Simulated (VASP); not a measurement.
# CdSe (F-43m) in VASP: notebook

CdSe is run at these levels: LDA; tasks: single point.

Program: VASP 6.6.1. These are calculated values, not measurements. Logs are shortened: lines on timing, memory, paths and dates and some standing lists are left out, and cuts for length are marked.

## 1. The cell of the first run

The structure is cubic, space group F-43m (No. 216). The conventional cell has a = 6.058 Å, b = 6.058 Å, c = 6.058 Å, α = 90.00°, β = 90.00°, γ = 90.00°. Cd (site symmetry -43m) has 4 Se at 2.62 Å within 3.5 Å. Within 3.5 Å of Se (site symmetry -43m) lie 4 Cd at 2.62 Å.

## 2. Single point, LDA (volume scaled by 0.96)

INCAR

```
PREC = Accurate
ENCUT = 520
EDIFF = 1E-6
ISMEAR = -1
SIGMA = 0.03
LREAL = F
LASPH = T
NELM = 60
ALGO = Normal
ISIF = 2
LWAVE = F
LCHARG = F
GGA = CA
NBANDS = 16
```

KPOINTS

```
Automatic mesh
0
Gamma
  8 8 8
```

POSCAR

```
CdSe
1.0
    0.0000000000      3.0287759606      3.0287759606
    3.0287759606      0.0000000000      3.0287759606
    3.0287759606      3.0287759606      0.0000000000
Cd Se
1 1
Direct
    0.0000000000      0.0000000000      0.0000000000
    0.2500000000      0.2500000000      0.2500000000
```

Potentials or basis: VASP PAW LDA potentials, release 64 (Cd, Se).

Started as:

```console
$ cat potpaw_LDA.64/Cd/POTCAR potpaw_LDA.64/Se/POTCAR > POTCAR
$ mpirun -np 1 vasp_std > vasp.out
```

OUTCAR:

```text
PREC = Accurate
   ENCUT = 520
   EDIFF = 1E-6
   ISMEAR = -1
   LREAL = F
   LASPH = T
   NELM = 60
   ISIF = 2
   GGA = CA

 ion  position               nearest neighbor table
   1  0.000  0.000  0.000-   2 2.62   2 2.62   2 2.62   2 2.62
   2  0.250  0.250  0.250-   1 2.62   1 2.62   1 2.62   1 2.62

  LATTYP: Found a face centered cubic cell.
 ALAT       =     6.0575519212

  Lattice vectors:

 A1 = (   0.0000000000,   3.0287759606,   3.0287759606)
 A2 = (   3.0287759606,   0.0000000000,   3.0287759606)
 A3 = (   3.0287759606,   3.0287759606,   0.0000000000)

Analysis of symmetry for initial positions (statically):
=====================================================================
 Subroutine PRICEL returns:
 Original cell was already a primitive cell.

 Routine SETGRP: Setting up the symmetry group for a
 face centered cubic supercell.

 Subroutine GETGRP returns: Found 24 space group operations
 (whereof 24 operations were pure point group operations)
 out of a pool of 48 trial point group operations.

The static configuration has the point symmetry T_d .

Analysis of symmetry for dynamics (positions and initial velocities):
=====================================================================
 Subroutine PRICEL returns:
 Original cell was already a primitive cell.

 Routine SETGRP: Setting up the symmetry group for a
 face centered cubic supercell.

 Subroutine GETGRP returns: Found 24 space group operations
 (whereof 24 operations were pure point group operations)
 out of a pool of 48 trial point group operations.

The dynamic configuration has the point symmetry T_d .

 Subroutine INISYM returns: Found 24 space group operations
 (whereof 24 operations are pure point group operations),
 and found     1 'primitive' translations

----------------------------------------------------------------------------------------

                                     Primitive cell

  volume of cell :      55.5689

  direct lattice vectors                    reciprocal lattice vectors
     0.000000000  3.028775961  3.028775961    -0.165083191  0.165083191  0.165083191
     3.028775961  0.000000000  3.028775961     0.165083191 -0.165083191  0.165083191
     3.028775961  3.028775961  0.000000000     0.165083191  0.165083191 -0.165083191

  length of vectors
     4.283336041  4.283336041  4.283336041     0.285932474  0.285932474  0.285932474

  position of ions in fractional coordinates (direct lattice)
     0.000000000  0.000000000  0.000000000
     0.250000000  0.250000000  0.250000000

  ion indices of the primitive-cell ions
   primitive index   ion index
                 1           1
                 2           2

----------------------------------------------------------------------------------------

 KPOINTS: Automatic mesh

Automatic generation of k-mesh.
 Grid dimensions read from file:
 generate k-points for:    8    8    8

 Generating k-lattice:

  Cartesian coordinates                     Fractional coordinates (reciprocal lattice)
    -0.020635399  0.020635399  0.020635399     0.125000000  0.000000000  0.000000000
     0.020635399 -0.020635399  0.020635399     0.000000000  0.125000000  0.000000000
     0.020635399  0.020635399 -0.020635399     0.000000000  0.000000000  0.125000000

  Length of vectors
     0.035741559  0.035741559  0.035741559

  Shift w.r.t. Gamma in fractional coordinates (k-lattice)
     0.000000000  0.000000000  0.000000000

 Subroutine IBZKPT returns following result:
 ===========================================

 Found     29 irreducible k-points:

 Following reciprocal coordinates:
            Coordinates               Weight
  0.000000  0.000000  0.000000      1.000000
  0.125000  0.000000  0.000000      8.000000
  0.250000  0.000000  0.000000      8.000000
  0.375000  0.000000  0.000000      8.000000
  0.500000  0.000000  0.000000      4.000000
  0.125000  0.125000  0.000000      6.000000
[... 16 lines left out ...]
  0.500000  0.250000  0.125000     48.000000
 -0.375000  0.250000  0.125000     24.000000
 [... further k-points ...]
   k-points           NKPTS =     29   k-points in BZ     NKDIM =     29   number of bands    NBANDS=     16
   number of dos      NEDOS =    301   number of ions     NIONS =      2
   total plane-waves  NPLWV =  32768
   dimension x,y,z NGX =    32 NGY =   32 NGZ =   32
   dimension x,y,z NGXF=    64 NGYF=   64 NGZF=   64
   ions per type =               1   1
   NGX,Y,Z   is equivalent  to a cutoff of  12.42, 12.42, 12.42 a.u.
   NGXF,Y,Z  is equivalent  to a cutoff of  24.84, 24.84, 24.84 a.u.
 SYSTEM =  unknown system
   PREC   = accura    normal or accurate (medium, high low for compatibility)
   ISTART =      0    job   : 0-new  1-cont  2-samecut
   ICHARG =      2    charge: 1-file 2-atom 10-const
   ISPIN  =      1    spin polarized calculation?
   LNONCOLLINEAR =      F non collinear calculations
   LSORBIT =      F    spin-orbit coupling
   LASPH  =      T    aspherical Exc in radial PAW
   ENCUT  =  520.0 eV  38.22 Ry    6.18 a.u.   7.96  7.96  7.96*2*pi/ulx,y,z
   NELM   =     60;   NELMIN=  2; NELMDL= -5     # of ELM steps
   EDIFF  = 0.1E-05   stopping-criterion for ELM
   LREAL  =      F    real-space projection
[... 7 lines left out ...]
   TEBEG  =    0.0;   TEEND  =   0.0 temperature during run
   PSTRESS=    0.0 pullay stress
   NELECT =      18.0000    total number of electrons
   NUPDOWN=      -1.0000    fix difference up-down
   EMIN   =  10.00;   EMAX   =-10.00  energy-range for DOS
   EFERMI =   0.00;   METHOD = LEGACY
   ISMEAR =    -1;   SIGMA  =   0.03  broadening in eV -4-tet -1-fermi 0-gaus
   EFERMI_NEDOS =   21; number of points for ismear=-14 and -15
   IALGO  =     38    algorithm
   IMIX   =      4    mixing-type and parameters
     AMIX     =   0.40;   BMIX     =  1.00
     AMIX_MAG =   1.60;   BMIX_MAG =  1.00
  volume/ion in A,a.u.               =      27.78       187.50
  Fermi-wavevector in a.u.,A,eV,Ry     =   1.124316  2.124650 17.198951  1.264087
  Thomas-Fermi vector in A             =   2.260987
   LORBIT       =      0    0 simple, 1 ext, 2 COOP (PROOUT), +10 PAW based schemes
   GGA     = CA    functional components
   LHFCALC =     F    Hartree Fock is set to
   AEXX    =    0.0000 exact exchange contribution
   IVDW    =     0    specifies the selected vdW correction
   LEPSILON=     F    determine dielectric tensor
   LRPA    =     F    only Hartree local field effects (RPA)
 non-spin polarized calculation
  energy-cutoff  :      520.00
  volume of cell :       55.57
 maximum number of plane-waves:      1524
   NGX = 15   NGY = 15   NGZ = 15

 number of electron      17.9999996 magnetization

 Free energy of the ion-electron system (eV)
  ---------------------------------------------------
  ext. energy  EPLUGINS =         0.00000000
  ---------------------------------------------------
  free energy    TOTEN  =        -6.75957933 eV

  energy without entropy =       -6.75957434  energy(sigma->0) =       -6.75957683

 E-fermi :   1.1242     XC(G=0):  -9.3446

 val. band max:        0.9127335766   @ k =   0.0000   0.0000   0.0000
 cond. band min:       1.3004929907   @ k =   0.0000   0.0000   0.0000
 fundamental gap:      0.3877594141
 Fermi energy:         1.1241927199

 k-point     1 :       0.0000    0.0000    0.0000
  band No.  band energies     occupation
      1     -11.8037      2.00000
      2      -7.0823      2.00000
      3      -7.0823      2.00000
      4      -7.0823      2.00000
      5      -6.6894      2.00000
      6      -6.6894      2.00000
[... 8 lines left out ...]
     15      12.0319      0.00000
     16      12.0319      0.00000

 k-point     2 :       0.1250    0.0000    0.0000
  band No.  band energies     occupation
      1     -11.7475      2.00000
      2      -7.0643      2.00000
      3      -7.0643      2.00000
      4      -7.0350      2.00000
      5      -6.6905      2.00000
      6      -6.6905      2.00000
[... 8 lines left out ...]
     15      11.1805      0.00000
     16      11.1891      0.00000

 k-point     3 :       0.2500    0.0000    0.0000
  band No.  band energies     occupation
      1     -11.6099      2.00000
      2      -7.0250      2.00000
      3      -7.0250      2.00000
      4      -6.8704      2.00000
      5      -6.6876      2.00000
      6      -6.6876      2.00000
[... 8 lines left out ...]
     15      10.9242      0.00000
     16      10.9242      0.00000

 k-point     4 :       0.3750    0.0000    0.0000
  band No.  band energies     occupation
      1     -11.4705      2.00000
      2      -6.9940      2.00000
      3      -6.9940      2.00000
      4      -6.6742      2.00000
      5      -6.6742      2.00000
      6      -6.5825      2.00000
[... 8 lines left out ...]
     15      11.8165      0.00000
     16      11.8165      0.00000

 k-point     5 :       0.5000    0.0000    0.0000
  band No.  band energies     occupation
      1     -11.4124      2.00000
      2      -6.9842      2.00000
      3      -6.9842      2.00000
      4      -6.6649      2.00000
      5      -6.6649      2.00000
      6      -6.3881      2.00000
[... 8 lines left out ...]
     15      13.0150      0.00000
     16      13.0150      0.00000

 k-point     6 :       0.1250    0.1250    0.0000
  band No.  band energies     occupation
      1     -11.7288      2.00000
      2      -7.0470      2.00000
      3      -7.0470      2.00000
      4      -7.0420      2.00000
      5      -6.7017      2.00000
      6      -6.6804      2.00000
[... 8 lines left out ...]
     15      11.7191      0.00000
     16      12.1660      0.00000

 k-point     7 :       0.2500    0.1250    0.0000
  band No.  band energies     occupation
      1     -11.6186      2.00000
      2      -7.0214      2.00000
      3      -7.0050      2.00000
      4      -6.9234      2.00000
      5      -6.7041      2.00000
      6      -6.6719      2.00000
[... 8 lines left out ...]
     15      11.9055      0.00000
     16      12.2124      0.00000

 k-point     8 :       0.3750    0.1250    0.0000
  band No.  band energies     occupation
      1     -11.4800      2.00000
      2      -6.9904      2.00000
      3      -6.9694      2.00000
      4      -6.7461      2.00000
      5      -6.6623      2.00000
      6      -6.6163      2.00000
[... 8 lines left out ...]
     15      11.8350      0.00000
     16      12.4447      0.00000

 k-point     9 :       0.5000    0.1250    0.0000
  band No.  band energies     occupation
      1     -11.3952      2.00000
      2      -6.9740      2.00000
      3      -6.9577      2.00000
      4      -6.6950      2.00000
      5      -6.6623      2.00000
      6      -6.3780      2.00000
[... 8 lines left out ...]
     15      12.2830      0.00000
     16      13.0807      0.00000
[... 172 lines left out ...]
 k-point    19 :       0.5000    0.3750    0.0000
  band No.  band energies     occupation
      1     -11.3082      2.00000
      2      -6.8956      2.00000
      3      -6.8314      2.00000
      4      -6.8085      2.00000
      5      -6.6377      2.00000
      6      -6.3337      2.00000
[... 8 lines left out ...]
     15      13.4922      0.00000
     16      14.1027      0.00000

 k-point    20 :      -0.3750    0.3750    0.0000
  band No.  band energies     occupation
      1     -11.3006      2.00000
      2      -6.9168      2.00000
      3      -6.8514      2.00000
      4      -6.7632      2.00000
      5      -6.6590      2.00000
      6      -6.2285      2.00000
[... 8 lines left out ...]
     15      12.3956      0.00000
     16      14.7932      0.00000

 k-point    21 :       0.5000    0.5000    0.0000
  band No.  band energies     occupation
      1     -11.2894      2.00000
      2      -6.8900      2.00000
      3      -6.8079      2.00000
      4      -6.8079      2.00000
      5      -6.6275      2.00000
      6      -6.3243      2.00000
[... 8 lines left out ...]
     15      13.3513      0.00000
     16      14.2675      0.00000

 k-point    22 :       0.3750    0.2500    0.1250
  band No.  band energies     occupation
      1     -11.5081      2.00000
      2      -6.9824      2.00000
      3      -6.9619      2.00000
      4      -6.8144      2.00000
      5      -6.6830      2.00000
      6      -6.6437      2.00000
[... 8 lines left out ...]
     15      12.3942      0.00000
     16      13.4959      0.00000

 k-point    23 :       0.5000    0.2500    0.1250
  band No.  band energies     occupation
      1     -11.3974      2.00000
      2      -6.9528      2.00000
      3      -6.9336      2.00000
      4      -6.7407      2.00000
      5      -6.6669      2.00000
      6      -6.4507      2.00000
[... 8 lines left out ...]
     15      12.6907      0.00000
     16      13.4115      0.00000

 k-point    24 :      -0.3750    0.2500    0.1250
  band No.  band energies     occupation
      1     -11.3518      2.00000
      2      -6.9479      2.00000
      3      -6.9205      2.00000
      4      -6.7121      2.00000
      5      -6.6729      2.00000
      6      -6.2966      2.00000
[... 8 lines left out ...]
     15      12.4658      0.00000
     16      13.4545      0.00000

 [... further k-points ...]
[... 5 lines left out ...]
  --------------------------------------------------------------------------------------
  -------------------------------------------------------------------------------------
  Total       -0.3181253     -0.3181253     -0.3181253      0.0000000      0.0000000     -0.0000000
  in kB       -9.1722819     -9.1722819     -9.1722819      0.0000000      0.0000000     -0.0000000
  external PRESSURE =      -9.1722819 kB  Pullay stress =       0.0000000 kB

 VOLUME and BASIS-vectors are now :
 -----------------------------------------------------------------------------
  energy-cutoff  :      520.00
  volume of cell :       55.57
      direct lattice vectors                 reciprocal lattice vectors
     0.000000000  3.028775961  3.028775961    -0.165083191  0.165083191  0.165083191
     3.028775961  0.000000000  3.028775961     0.165083191 -0.165083191  0.165083191
     3.028775961  3.028775961  0.000000000     0.165083191  0.165083191 -0.165083191

 POSITION                                       TOTAL-FORCE (eV/Angst)
 -----------------------------------------------------------------------------------
      0.00000      0.00000      0.00000        -0.000000      0.000000     -0.000000
      1.51439      1.51439      1.51439         0.000000     -0.000000      0.000000
 -----------------------------------------------------------------------------------
    total drift:                                0.000000      0.000000     -0.000000

  FREE ENERGIE OF THE ION-ELECTRON SYSTEM (eV)
  ---------------------------------------------------
  free  energy   TOTEN  =        -6.7595793305 eV

  energy  without entropy=       -6.7595743355  energy(sigma->0) =       -6.75957683
```

It took 10 s on 1 thread of Intel Xeon 6975P-C, shared host; peak memory 0.16 GiB.

Results:

| Property | Result |
| --- | --- |
| Free energy | -6.7596 eV |
| Pressure | -0.9 GPa |
| Band gap on the k mesh | 0.39 eV, direct |

Levels at points of the mesh, in eV from the valence-band top:
| k point | band 7 | band 8 | band 9 | band 10 | band 11 | band 12 |
| --- | --- | --- | --- | --- | --- | --- |
| (0.00, 0.00, 0.00) | 0.00 | 0.00 | 0.00 | 0.39 | 5.80 | 5.80 |
| (0.50, 0.00, 0.00) | -4.55 | -0.78 | -0.78 | 2.21 | 6.32 | 6.32 |
| (0.50, 0.50, 0.00) | -4.22 | -1.93 | -1.93 | 2.91 | 3.62 | 8.94 |

## 3. Single point, LDA (volume scaled by 0.9405)

INCAR

```
PREC     = Accurate       # precision mode
ENCUT    = 520            # plane-wave cutoff, eV
EDIFF    = 1E-7           # SCF threshold, eV
ISMEAR   = -1             # smearing method
SIGMA    = 0.03           # smearing width, eV
LREAL    = F              # projectors in reciprocal space
LASPH    = T              # aspherical terms in the spheres
NELM     = 100            # most SCF steps
ALGO     = Normal         # electronic algorithm
ISIF     = 2              # what is computed and relaxed
LWAVE    = F              # write WAVECAR
LCHARG   = F              # write CHGCAR
NBANDS   = 16             # bands
```

KPOINTS is that of step 2.

POSCAR

```
CdSe
1.0
    0.0000000000      3.0081281831      3.0081281831
    3.0081281831      0.0000000000      3.0081281831
    3.0081281831      3.0081281831      0.0000000000
Cd Se
1 1
Direct
    0.0000000000      0.0000000000      0.0000000000
    0.2500000000      0.2500000000      0.2500000000
```

Potentials or basis: VASP PAW LDA potentials, release 64 (Cd, Se).

Started as:

```console
$ cat potpaw_LDA.64/Cd/POTCAR potpaw_LDA.64/Se/POTCAR > POTCAR
$ mpirun -np 1 vasp_std > vasp.out
```

Run time: 11 s. Hardware: 1 thread of Intel Xeon 6975P-C, shared host; peak memory 0.16 GiB.

Results (log left out):

```
Free energy            : -6.7620 eV
Pressure               : 0.2 GPa
Band gap on the k mesh : 0.43 eV, direct
```

Levels at points of the mesh, in eV from the valence-band top:
```
           k point  band 6  band 7  band 8  band 9  band 10  band 11  band 12  band 13
(0.00, 0.00, 0.00)   -7.66    0.00    0.00    0.00     0.43     5.79     5.79     5.79
(0.50, 0.00, 0.00)   -7.34   -4.68   -0.81   -0.81     2.23     6.32     6.32     7.29
(0.50, 0.50, 0.00)   -7.27   -4.32   -2.00   -2.00     2.87     3.64     9.04    10.22
```

[end of part 1 of 2]
